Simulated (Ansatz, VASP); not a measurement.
Two plane-wave programs on WS

File INCAR:

```
SYSTEM = WS
  ALGO = Normal
  DIPOL = 0.5 0.5 0.500
  EDIFF = 1E-6
  ENCUT = 520
  GGA = PE
  IDIPOL = 3
  ISIF = 2
  ISMEAR = -1
  LASPH = .True.
  LCHARG = .True.
  LDIPOL = .True.
  LELF = .True.
  LREAL = .False.
  LVACPOTAV = .True.
  LVHAR = .True.
  LWAVE = .False.
  NBANDS = 28
  NELM = 60
  PREC = Accurate
  SIGMA = 0.05
```

The input KPOINTS:

```
k-points
0
Gamma
  10 10 1
  0 0 0
```

Contents of POSCAR:

```
WS
1.0
    3.1835163551      0.0000000000      0.0000000000
   -1.5917581776      2.7570060369      0.0000000000
    0.0000000000      0.0000000000     31.9505778900
W S
2 2
Direct
    0.3333333300      0.6666666600      0.2347375383
    0.3333333300      0.6666666600      0.7652624617
    0.6666666700      0.3333333400      0.2835461018
    0.6666666700      0.3333333400      0.7164538982
```

input.yaml

```yaml
crystal:
  lattice:
    - [3.1835163551, 0.0, 0.0]
    - [-1.5917581776, 2.7570060369, 0.0]
    - [0.0, 0.0, 31.95057789]
  atoms:
    - { symbol: W, position: [0.33333333, 0.66666666, 0.2347375383] }
    - { symbol: S, position: [0.66666667, 0.33333334, 0.2835461018] }
    - { symbol: S, position: [0.66666667, 0.33333334, 0.7164538982] }
    - { symbol: W, position: [0.33333333, 0.66666666, 0.7652624617] }
hamiltonian:
  xc: pbe
  pseudopotentials: { kind: paw }
kpoints:
  mp_grid: { grid: [10, 10, 1] }
scf:
  occupations: { method: fermi_dirac, width: 0.05 }
output:
  forces: true
  eigenvalues: true
efield:
  axis: 3
  dipole_correction: true
  ramp_width: 0.04
```

Alike in both runs: task single point; functional PBE; k mesh 10 × 10 × 1; occupations fermi-dirac, width 0.05 eV; no spin polarisation.

|  | VASP | Ansatz |
| --- | --- | --- |
| version | VASP 6.6.1 | Ansatz 0.2.0 |
| potentials or method | VASP PAW PBE potentials, release 64 (W_sv, S) | Ansatz PAW |
| plane-wave cutoff (eV) | 520 | 420 |
| valence electrons in the cell | 40 | 40 |

Ansatz gave:

| Item | Value |
| --- | --- |
| gap on the k mesh at the Fermi level (eV) | 0.21 |
| least direct gap on the mesh (eV) | 0.81 |
| rms of the force components (eV/Å) | 0.282 |
| vacuum level over the valence band edge, face that differs most (eV) | 4.71 |

Q: What did VASP give for the same quantities?

A: gap on the k mesh at the Fermi level (eV): 0.21; least direct gap on the mesh (eV): 0.82; rms of the force components (eV/Å): 0.286; vacuum level over the valence band edge, face that differs most (eV): 4.71.

Neither program's run includes spin-orbit coupling.
